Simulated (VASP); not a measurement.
# Ru (P6_3/mmc) in VASP: further runs

Aim: see how the results for Ru move with the level of theory and the settings. Levels: LDA, PBEsol-based screened hybrid with 25 % exact exchange, r2SCAN0, r2SCANh. Tasks: single point.

Everything below comes from runs of VASP 6.6.1. Logs are shortened: lines on timing, memory, paths and dates and some standing lists are left out, and cuts for length are marked.

## Step 1: The cell of the first run

It takes space group P6_3/mmc (No. 194, hexagonal). Conventional cell: a = 2.759 Å, b = 2.759 Å, c = 4.366 Å, α = 90.00°, β = 90.00°, γ = 120.00°. Within 3.6 Å of Ru (site symmetry -6m2) lie 12 Ru at 2.70 to 2.76 Å.

## Step 2: Single point, LDA, non-collinear spin, zero start, spin-orbit coupling

INCAR

```
PREC     = Accurate       # precision mode
ENCUT    = 520            # plane-wave cutoff, eV
EDIFF    = 1E-6           # SCF threshold, eV
ISMEAR   = -1             # smearing method
SIGMA    = 0.05           # smearing width, eV
LREAL    = F              # projectors in reciprocal space
LASPH    = T              # aspherical terms in the spheres
NELM     = 150            # most SCF steps
ALGO     = Normal         # electronic algorithm
ISIF     = 2              # what is computed and relaxed
LWAVE    = F              # write WAVECAR
LCHARG   = F              # write CHGCAR
MAGMOM   = 0 0 0 0 0 0    # initial moments
LORBIT   = 11             # projections on sites
LSORBIT  = T              # spin-orbit coupling
GGA_COMPAT= F            
LORBMOM  = T            
LMAXMIX  = 4              # l up to which the mixer works
GGA      = CA             # functional
NBANDS   = 40             # bands
```

KPOINTS

```
regular mesh
0
Gamma
  11 11 6
```

POSCAR

```
Ru
1.0
    2.7588683749      0.0000000000      0.0000000000
   -1.3794341875      2.3892500984      0.0000000000
    0.0000000000      0.0000000000      4.3658801443
Ru
2
Direct
    0.6666666667      0.3333333333      0.7500000000
    0.3333333333      0.6666666667      0.2500000000
```

Potentials or basis: VASP PAW LDA potentials, release 64 (Ru_pv).

Started as:

```
cat potpaw_LDA.64/Ru_pv/POTCAR > POTCAR
mpirun -np 1 vasp_ncl > vasp.out
```

OUTCAR:

```text
PREC = Accurate
   ENCUT = 520
   EDIFF = 1E-6
   ISMEAR = -1
   LREAL = F
   LASPH = T
   NELM = 150
   ISIF = 2
   LORBIT = 11
   LSORBIT = T
   GGA = CA

 ion  position               nearest neighbor table
   1  0.667  0.333  0.750-   2 2.70   2 2.70   2 2.70   2 2.70   2 2.70   2 2.70
   2  0.333  0.667  0.250-   1 2.70   1 2.70   1 2.70   1 2.70   1 2.70   1 2.70

  LATTYP: Found a hexagonal cell.
 ALAT       =     2.7588683749
 C/A-ratio  =     1.5824894671

  Lattice vectors:

 A1 = (   2.7588683749,   0.0000000000,   0.0000000000)
 A2 = (  -1.3794341875,   2.3892500984,   0.0000000000)
 A3 = (   0.0000000000,   0.0000000000,   4.3658801443)

Analysis of symmetry for initial positions (statically):
=====================================================================
 Subroutine PRICEL returns:
 Original cell was already a primitive cell.

 Routine SETGRP: Setting up the symmetry group for a
 hexagonal supercell.

 Subroutine GETGRP returns: Found 24 space group operations
 (whereof 12 operations were pure point group operations)
 out of a pool of 24 trial point group operations.

The static configuration has the point symmetry D_3d.
 The point group associated with its full space group is D_6h.

Analysis of symmetry for dynamics (positions and initial velocities):
=====================================================================
 Subroutine PRICEL returns:
 Original cell was already a primitive cell.

 Routine SETGRP: Setting up the symmetry group for a
 hexagonal supercell.

 Subroutine GETGRP returns: Found 24 space group operations
 (whereof 12 operations were pure point group operations)
 out of a pool of 24 trial point group operations.

The dynamic configuration has the point symmetry D_3d.
 The point group associated with its full space group is D_6h.

Analysis of structural, dynamic, and magnetic symmetry:
=====================================================================
 Subroutine PRICEL returns:
 Original cell was already a primitive cell.

 Routine SETGRP: Setting up the symmetry group for a
 hexagonal supercell.

 Subroutine GETGRP returns: Found 24 space group operations
 (whereof 12 operations were pure point group operations)
 out of a pool of 24 trial point group operations.

The overall configuration has the point symmetry D_3d.
 The point group associated with its full space group is D_6h.

 Subroutine INISYM returns: Found 24 space group operations
[... 1211 lines left out ...]
     -0.00000      1.59283      1.09147         0.000000      0.000000     -0.000000
 -----------------------------------------------------------------------------------
    total drift:                               -0.000000      0.000000     -0.000000

  FREE ENERGIE OF THE ION-ELECTRON SYSTEM (eV)
  ---------------------------------------------------
  free  energy   TOTEN  =       -21.4317920313 eV

  energy  without entropy=      -21.4138017781  energy(sigma->0) =      -21.42279690

 orbital moment (x)

 # of ion     p       d       tot
 ----------------------------------------
  1        -0.000   0.000   0.000
  2         0.000  -0.000  -0.000
 ----------------------------------------
            0.000  -0.000  -0.000

 orbital moment (y)

 # of ion     p       d       tot
 ----------------------------------------
  1         0.000   0.000   0.000
  2        -0.000  -0.000  -0.000
 ----------------------------------------
            0.000  -0.000  -0.000

 orbital moment (z)

 # of ion     p       d       tot
 ----------------------------------------
  1         0.000   0.000   0.000
  2         0.000   0.000   0.000
 ----------------------------------------
            0.000   0.000   0.000

 Spin-Orbit-Coupling matrix elements

 Ion:    1  E_soc:     -0.2757304
 l=   1
     0.0000000    -0.0376497    -0.0376729
    -0.0376497     0.0000000    -0.0376497
    -0.0376729    -0.0376497     0.0000000
 l=   2
     0.0000000    -0.0016943     0.0000000    -0.0016943    -0.0067380
    -0.0016943     0.0000000    -0.0048174    -0.0017431    -0.0016943
     0.0000000    -0.0048174     0.0000000    -0.0048174     0.0000000
    -0.0016943    -0.0017431    -0.0048174     0.0000000    -0.0016943
    -0.0067380    -0.0016943     0.0000000    -0.0016943     0.0000000
 l=   3
     0.0000000     0.0000000     0.0000000     0.0000000     0.0000000     0.0000000     0.0000000
     0.0000000     0.0000000     0.0000000     0.0000000     0.0000000     0.0000000     0.0000000
     0.0000000     0.0000000     0.0000000     0.0000000     0.0000000     0.0000000     0.0000000
     0.0000000     0.0000000     0.0000000     0.0000000     0.0000000     0.0000000     0.0000000
     0.0000000     0.0000000     0.0000000     0.0000000     0.0000000     0.0000000     0.0000000
     0.0000000     0.0000000     0.0000000     0.0000000     0.0000000     0.0000000     0.0000000
     0.0000000     0.0000000     0.0000000     0.0000000     0.0000000     0.0000000     0.0000000

 Ion:    2  E_soc:     -0.2757304
 l=   1
     0.0000000    -0.0376497    -0.0376729
    -0.0376497     0.0000000    -0.0376497
    -0.0376729    -0.0376497     0.0000000
 l=   2
     0.0000000    -0.0016943     0.0000000    -0.0016943    -0.0067380
    -0.0016943     0.0000000    -0.0048174    -0.0017431    -0.0016943
     0.0000000    -0.0048174     0.0000000    -0.0048174     0.0000000
    -0.0016943    -0.0017431    -0.0048174     0.0000000    -0.0016943
    -0.0067380    -0.0016943     0.0000000    -0.0016943     0.0000000
 l=   3
     0.0000000     0.0000000     0.0000000     0.0000000     0.0000000     0.0000000     0.0000000
     0.0000000     0.0000000     0.0000000     0.0000000     0.0000000     0.0000000     0.0000000
     0.0000000     0.0000000     0.0000000     0.0000000     0.0000000     0.0000000     0.0000000
     0.0000000     0.0000000     0.0000000     0.0000000     0.0000000     0.0000000     0.0000000
     0.0000000     0.0000000     0.0000000     0.0000000     0.0000000     0.0000000     0.0000000
     0.0000000     0.0000000     0.0000000     0.0000000     0.0000000     0.0000000     0.0000000
     0.0000000     0.0000000     0.0000000     0.0000000     0.0000000     0.0000000     0.0000000

 total charge

# of ion       s       p       d       tot
------------------------------------------
    1        0.385   6.282   5.891  12.558
    2        0.385   6.282   5.891  12.558
--------------------------------------------------
tot          0.770  12.565  11.782  25.117

 magnetization (x)

# of ion       s       p       d       tot
------------------------------------------
    1        0.000   0.000   0.000   0.000
    2        0.000   0.000   0.000   0.000
--------------------------------------------------
tot          0.000   0.000   0.000   0.000

 magnetization (y)

# of ion       s       p       d       tot
------------------------------------------
    1        0.000  -0.000  -0.000  -0.000
    2        0.000   0.000   0.000   0.000
--------------------------------------------------
tot          0.000   0.000  -0.000  -0.000

 magnetization (z)

# of ion       s       p       d       tot
------------------------------------------
    1        0.000   0.000   0.000   0.000
    2        0.000   0.000   0.000   0.000
--------------------------------------------------
tot          0.000   0.000   0.000   0.000
```

OSZICAR:

```text
N       E                     dE             d eps       ncg     rms          rms(c)
DAV:   1     0.334860351829E+03    0.33486E+03   -0.16714E+04  5120   0.155E+03
DAV:   2    -0.136225090170E+02   -0.34848E+03   -0.33638E+03  5344   0.494E+02
DAV:   3    -0.229014511631E+02   -0.92789E+01   -0.91318E+01  5904   0.906E+01
DAV:   4    -0.229934839133E+02   -0.92033E-01   -0.91952E-01  6752   0.796E+00
DAV:   5    -0.229946397303E+02   -0.11558E-02   -0.11535E-02  5856   0.815E-01    0.162E+01
DAV:   6    -0.215106500198E+02    0.14840E+01   -0.37052E+00  5808   0.189E+01    0.359E+00
DAV:   7    -0.214418712423E+02    0.68779E-01   -0.36559E-01  5928   0.417E+00    0.121E+00
DAV:   8    -0.214366037691E+02    0.52675E-02   -0.17646E-02  5696   0.752E-01    0.624E-01
DAV:   9    -0.214318046398E+02    0.47991E-02   -0.64893E-03  5832   0.926E-01    0.111E-01
DAV:  10    -0.214317798963E+02    0.24743E-04   -0.24554E-04  5872   0.154E-01    0.188E-02
DAV:  11    -0.214317924099E+02   -0.12514E-04   -0.14376E-05  6088   0.322E-02    0.922E-03
DAV:  12    -0.214317920313E+02    0.37854E-06   -0.24735E-06  5240   0.143E-02
   1 F= -.21431792E+02 E0= -.21422797E+02  d E =-.179903E-01  mag=    -0.0000     0.0000    -0.0000
```

Wall time 2.6 min (1 thread of Intel Xeon 8259CL, shared host); peak memory 0.25 GiB.

Results:

```yaml
Free_energy: -21.4318 eV
Pressure: -26.7 GPa
Net_moment: 0.00 μB per cell
Valence_electrons_inside_the_program's_atomic_spheres: Ru 12.56
```

Moments on the atoms (μB; x, y, z):
```
Ru  0.00 0.00 0.00
Ru  0.00 0.00 0.00
```

Caveat: the cell stands under tension.

## Step 3: Single point, PBEsol-based screened hybrid with 25 % exact exchange

This run uses another cell than the first one, of 12.99 Å³/atom.

POSCAR

```
Ru
1.0
    2.6779464059      0.0000000000      0.0000000000
   -1.3389732029      2.3191696175      0.0000000000
    0.0000000000      0.0000000000      4.1821550676
Ru
2
Direct
    0.6666666667      0.3333333333      0.7500000000
    0.3333333333      0.6666666667      0.2500000000
```

INCAR.step1

```
SYSTEM = Ru
ALGO = Normal
EDIFF = 1E-5
ENCUT = 520
GGA = PE
ISIF = 2
ISMEAR = -1
LASPH = .TRUE.
LCHARG = .FALSE.
LREAL = .FALSE.
LWAVE = .TRUE.
NBANDS = 21
NELM = 60
PREC = Accurate
SIGMA = 0.05
```

INCAR.step2

```
SYSTEM = Ru
AEXX = 0.25
ALGO = Normal
EDIFF = 1E-7
ENCUT = 520
GGA = PS
HFSCREEN = 0.207
ISIF = 2
ISMEAR = -1
ISTART = 1
LASPH = .TRUE.
LCHARG = .FALSE.
LHFCALC = .TRUE.
LREAL = .FALSE.
LWAVE = .FALSE.
NBANDS = 21
NELM = 60
PREC = Accurate
PRECFOCK = Normal
SIGMA = 0.05
```

KPOINTS

```
k-points
0
G
  6 6 3
  0 0 0
```

Potentials or basis: VASP PAW PBE potentials, release 64 (Ru_pv).

Started as:

```
cat potpaw_PBE.64/Ru_pv/POTCAR > POTCAR
cp INCAR.step1 INCAR
mpirun -np 1 vasp_std > vasp.out
cp INCAR.step2 INCAR
mpirun -np 1 vasp_std > vasp.out
```

It took 52 min on 1 thread of Intel Xeon 8259CL, shared host; peak memory 0.26 GiB.

It converged, with:

| Item | Value |
| --- | --- |
| Free energy | -22.9448 eV |
| Pressure | 0.9 GPa |
| Band gap on the k mesh | zero (bands 14 and 15 overlap by 4.06 eV) |

Stress tensor (GPa, compression positive):
```
0.83 0.00 0.00
0.00 0.83 0.00
0.00 0.00 0.97
```

Levels at points of the mesh, in eV from the Fermi level:
```tsv
k point	band 10	band 11	band 12	band 13	band 14	band 15	band 16	band 17	band 18	band 19
(0.00, 0.00, 0.00)	-3.32	-2.86	-2.49	-2.49	-2.02	-2.02	1.55	1.55	1.62	12.30
(0.50, 0.00, 0.00)	-4.01	-2.53	-2.15	-1.79	1.84	2.37	2.48	4.97	7.28	12.63
```

Caveat: the k points lie up to 0.50 Å⁻¹ apart, too coarse for converged energies and pressures of a metal; the PAW data sets were made with another functional, which shifts forces and pressure a little.

## Step 4: Single point, r2SCAN0

This run uses another cell than the first one, of 13.57 Å³/atom.

POSCAR

```
Ru
1.0
    2.7058000000      0.0000000000      0.0000000000
   -1.3529000000      2.3432915376      0.0000000000
    0.0000000000      0.0000000000      4.2819000000
Ru
2
Direct
    0.6666666667      0.3333333333      0.7500000000
    0.3333333333      0.6666666667      0.2500000000
```

INCAR.step1

```
  ALGO = Normal
  EDIFF = 1E-5
  ENCUT = 520
  GGA = PE
  ISIF = 2
  ISMEAR = -1
  LASPH = T
  LREAL = F
  LWAVE = T
  NBANDS = 21
  NELM = 100
  PREC = Accurate
  SIGMA = 0.05
```

INCAR.step2

```
  AEXX = 0.25
  ALGO = Normal
  EDIFF = 1E-7
  ENCUT = 520
  ISIF = 2
  ISMEAR = -1
  ISTART = 1
  LASPH = T
  LCHARG = T
  LELF = T
  LHFCALC = T
  LMIXTAU = T
  LREAL = F
  LVHAR = T
  LWAVE = F
  METAGGA = R2SCAN
  NBANDS = 21
  NELM = 100
  PREC = Accurate
  PRECFOCK = Normal
  SIGMA = 0.05
```

KPOINTS

```
k-points
0
Gamma
  6 6 3
```

Started as:

```
cat potpaw_PBE.64/Ru_pv/POTCAR > POTCAR
cp INCAR.step1 INCAR
mpirun -np 1 vasp_std > vasp.out
cp INCAR.step2 INCAR
mpirun -np 1 vasp_std > vasp.out
```

Run time: 65 min. Hardware: 1 thread of Intel Xeon 8259CL, shared host; peak memory 0.17 GiB.

The run converged. Its results:

| Quantity | Value |
| --- | --- |
| Free energy | -48.2473 eV |
| Pressure | -11.7 GPa |
| Band gap on the k mesh | zero (bands 14 and 15 overlap by 4.55 eV) |

Stress tensor (GPa, compression positive):
```
 -8.49   0.00   0.00
  0.00  -8.49   0.00
  0.00   0.00 -18.12
```

Levels at points of the mesh, in eV from the Fermi level:
```csv
k point,band 11,band 12,band 13,band 14,band 15,band 16,band 17,band 18
"(0.00, 0.00, 0.00)",-3.30,-2.84,-2.84,-2.28,-2.28,1.68,1.82,1.82
"(0.50, 0.00, 0.00)",-3.00,-2.45,-2.20,2.20,2.63,2.68,5.22,7.55
```

Caveat: the k points lie up to 0.49 Å⁻¹ apart, too coarse for converged energies and pressures of a metal; the PAW data sets were made with another functional, which shifts forces and pressure a little.

## Step 5: Single point, r2SCANh

This run uses another cell than the first one, of 12.76 Å³/atom.

POSCAR

```
Ru
1.0
    2.6505640930      0.0000000000      0.0000000000
   -1.3252820465      2.2954558389      0.0000000000
    0.0000000000      0.0000000000      4.1944897589
Ru
2
Direct
    0.6666666667      0.3333333333      0.7500000000
    0.3333333333      0.6666666667      0.2500000000
```

INCAR.step1

```
SYSTEM = Ru
PREC = Accurate
ENCUT = 520
EDIFF = 1E-5
ISMEAR = -1
SIGMA = 0.05
LREAL = .False.
LASPH = .True.
NELM = 60
ALGO = Normal
ISIF = 2
LWAVE = .True.
LCHARG = .False.
NBANDS = 21
GGA = PE
```

INCAR.step2

```
SYSTEM = Ru
PREC = Accurate
ENCUT = 520
EDIFF = 1E-6
ISMEAR = -1
SIGMA = 0.05
LREAL = .False.
LASPH = .True.
NELM = 60
ALGO = Normal
ISIF = 2
LWAVE = .False.
LCHARG = .False.
METAGGA = R2SCAN
LHFCALC = .True.
AEXX = 0.1
LMIXTAU = .True.
PRECFOCK = Normal
NBANDS = 21
ISTART = 1
```

KPOINTS

```
Automatic mesh
0
Gamma
  6 6 3
  0 0 0
```

Started as:

```
cat potpaw_PBE.64/Ru_pv/POTCAR > POTCAR
cp INCAR.step1 INCAR
mpirun -np 1 vasp_std > vasp.out
cp INCAR.step2 INCAR
mpirun -np 1 vasp_std > vasp.out
```

Wall time 16 min (1 thread of AMD EPYC 7R13 (Zen 3), shared host); peak memory 0.13 GiB.

It converged, with:

| Item | Value |
| --- | --- |
| Free energy | -49.6880 eV |
| Pressure | 19.4 GPa |
| Band gap on the k mesh | zero (bands 14 and 15 overlap by 4.06 eV) |

Stress tensor (GPa, compression positive):
```
22.01  0.00  0.00
 0.00 22.01  0.00
 0.00  0.00 14.16
```

Levels at points of the mesh, in eV from the Fermi level:
| k point | band 12 | band 13 | band 14 | band 15 | band 16 | band 17 |
| --- | --- | --- | --- | --- | --- | --- |
| (0.00, 0.00, 0.00) | -2.52 | -2.52 | -1.91 | -1.91 | 1.60 | 1.60 |
| (0.50, 0.00, 0.00) | -2.19 | -1.95 | 1.96 | 2.46 | 2.49 | 5.03 |

Caveat: the k points lie up to 0.50 Å⁻¹ apart, too coarse for converged energies and pressures of a metal; the PAW data sets were made with another functional, which shifts forces and pressure a little.

## Step 6: Single point, r2SCANh

This run uses another cell than the first one, of 13.03 Å³/atom.

POSCAR

```
Ru
1.0
    2.6692306523      0.0000000000      0.0000000000
   -1.3346153261      2.3116215535      0.0000000000
    0.0000000000      0.0000000000      4.2240293924
Ru
2
Direct
    0.6666666667      0.3333333333      0.7500000000
    0.3333333333      0.6666666667      0.2500000000
```

INCAR.step1

```
PREC = Accurate
ENCUT = 520
EDIFF = 1E-5
ISMEAR = -1
SIGMA = 0.05
LREAL = F
LASPH = T
NELM = 100
ALGO = Normal
ISIF = 2
LWAVE = T
GGA = PE
NBANDS = 21
```

INCAR.step2

```
PREC = Accurate
ENCUT = 520
EDIFF = 1E-6
ISMEAR = -1
SIGMA = 0.05
LREAL = F
LASPH = T
NELM = 100
ALGO = Normal
ISIF = 2
LWAVE = F
LCHARG = T
METAGGA = R2SCAN
LHFCALC = T
AEXX = 0.1
LMIXTAU = T
PRECFOCK = Normal
LELF = T
LVHAR = T
ISTART = 1
NBANDS = 21
```

KPOINTS

```
regular mesh
0
Gamma
  6 6 3
```

Potentials or basis: VASP PAW PBE potentials, release 64 (Ru_pv).

Started as:

```
cat potpaw_PBE.64/Ru_pv/POTCAR > POTCAR
cp INCAR.step1 INCAR
mpirun -np 1 vasp_std > vasp.out
cp INCAR.step2 INCAR
mpirun -np 1 vasp_std > vasp.out
```

It took 15 min on 1 thread of AMD EPYC 7R13 (Zen 3), shared host; peak memory 0.14 GiB.

It converged, with:

- Free energy: -49.7389 eV
- Pressure: 10.4 GPa
- Band gap on the k mesh: zero (bands 14 and 15 overlap by 3.95 eV)

Stress tensor (GPa, compression positive):
```
13.06  0.00  0.00
 0.00 13.06  0.00
 0.00  0.00  5.14
```

Levels at points of the mesh, in eV from the Fermi level:
| k point | band 12 | band 13 | band 14 | band 15 | band 16 | band 17 |
| --- | --- | --- | --- | --- | --- | --- |
| (0.00, 0.00, 0.00) | -2.45 | -2.45 | -1.86 | -1.86 | 1.56 | 1.56 |
| (0.50, 0.00, 0.00) | -2.15 | -1.90 | 1.90 | 2.38 | 2.41 | 4.90 |

Caveat: the k points lie up to 0.50 Å⁻¹ apart, too coarse for converged energies and pressures of a metal; the PAW data sets were made with another functional, which shifts forces and pressure a little.

## Step 7: Summary

| level | potentials or basis | spin | cell | k mesh | grid for exact exchange (PRECFOCK) | share of exact exchange | screening parameter | gap on the mesh (eV) | pressure (GPa) |
| --- | --- | --- | --- | --- | --- | --- | --- | --- | --- |
| LDA | VASP PAW LDA potentials, release 64 (Ru_pv) | non-collinear, zero start, SOC | a = 2.759, b = 2.759, c = 4.366 Å, angles 90.0, 90.0, 120.0°, 2 atoms | 11 × 11 × 6 | - | - | - | - | -26.7 |
| PBEsol-based screened hybrid with 25 % exact exchange | VASP PAW PBE potentials, release 64 (Ru_pv) | off | a = 2.678, b = 2.678, c = 4.182 Å, angles 90.0, 90.0, 120.0°, 2 atoms | 6 × 6 × 3 | Normal | 0.25 | 0.207 1/Å | none | 0.9 |
| r2SCAN0 | VASP PAW PBE potentials, release 64 (Ru_pv) | off | a = 2.706, b = 2.706, c = 4.282 Å, angles 90.0, 90.0, 120.0°, 2 atoms | 6 × 6 × 3 | Normal | 0.25 | - | none | -11.7 |
| r2SCANh | VASP PAW PBE potentials, release 64 (Ru_pv) | off | a = 2.651, b = 2.651, c = 4.194 Å, angles 90.0, 90.0, 120.0°, 2 atoms | 6 × 6 × 3 | Normal | 0.1 | - | none | 19.4 |
| r2SCANh | VASP PAW PBE potentials, release 64 (Ru_pv) | off | a = 2.669, b = 2.669, c = 4.224 Å, angles 90.0, 90.0, 120.0°, 2 atoms | 6 × 6 × 3 | Normal | 0.1 | - | none | 10.4 |

Alike in all rows: task single point; cutoff (eV) 520; smearing fermi-dirac 0.05 eV.

Caveats: some runs use coarse meshes; the PAW data sets were made with another functional, which shifts forces and pressure a little (at least some runs); the cell stands under tension (at least some runs).

Total energies depend on the potentials used, so only differences within one code and one set of settings carry meaning.
